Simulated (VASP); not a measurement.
Crystal: MoS2.

```
CELL_PARAMETERS angstrom
1.58000 0.91221 6.15000
-1.58000 0.91221 6.15000
0.00000 -1.82443 6.15000
ATOMIC_POSITIONS crystal
Mo 0.00000 0.00000 0.00000
S 0.41700 0.41700 0.41700
S 0.25000 0.25000 0.25000
```

Base run:

* Program: VASP 6.6.1
* Functional: RPBE
* Potentials or basis: VASP PAW PBE potentials, release 64 (Mo_sv, S)
* Cutoff: 520 eV
* k mesh: 6 × 6 × 6
* Occupations: fermi-dirac, width 0.05 eV
* Spin: no spin polarisation

Its results: band gap on the k mesh 0.96 eV (least direct gap 1.71 eV); pressure 7.8 GPa; largest force 0.573 eV/Å.

The run is repeated on the same cell with these changes: functional from RPBE to PBE. What comes out?

Band gap on the k mesh 0.94 eV (least direct gap 1.71 eV); pressure 5.2 GPa; largest force 0.512 eV/Å.

PBE binds more tightly than RPBE, so the same cell stands under less pressure.

Caveats: the cell stands under pressure; the PAW data sets were made with another functional, which shifts forces and pressure a little (at least some runs).

A k mesh can miss the band edges.
